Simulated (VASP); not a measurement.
The system is Mn.

```
Mn
1.0
    -1.54050    1.54050    1.54050
     1.54050   -1.54050    1.54050
     1.54050    1.54050   -1.54050
Mn
1
Direct
  0.00000 0.00000 0.00000
```

Base run:

- Program: VASP 6.6.1
- Functional: PBE
- Potentials or basis: VASP PAW PBE potentials, release 64 (Mn_pv)
- Cutoff: 500 eV
- k mesh: 11 × 11 × 11
- Occupations: fermi-dirac, width 0.003 eV
- Spin: collinear spin, ferromagnetic start
- Starting moments: [4.5] μB
- Hubbard terms: Mn d U = 6.3 eV

Its results: pressure 32.3 GPa; net moment 4.28 μB per cell; site moments Mn +4.25 μB.

**Question.** The run is repeated on the same cell with these changes: k mesh from 11 × 11 × 11 to 6 × 6 × 6; occupations from fermi-dirac, width 0.003 eV to fermi-dirac, width 0.1 eV. What comes out?

**Answer.** Pressure 33.8 GPa; net moment 4.34 μB per cell; site moments Mn +4.29 μB.

Caveats: some runs use coarse meshes; the U is typed as a test and isn't derived for this compound.
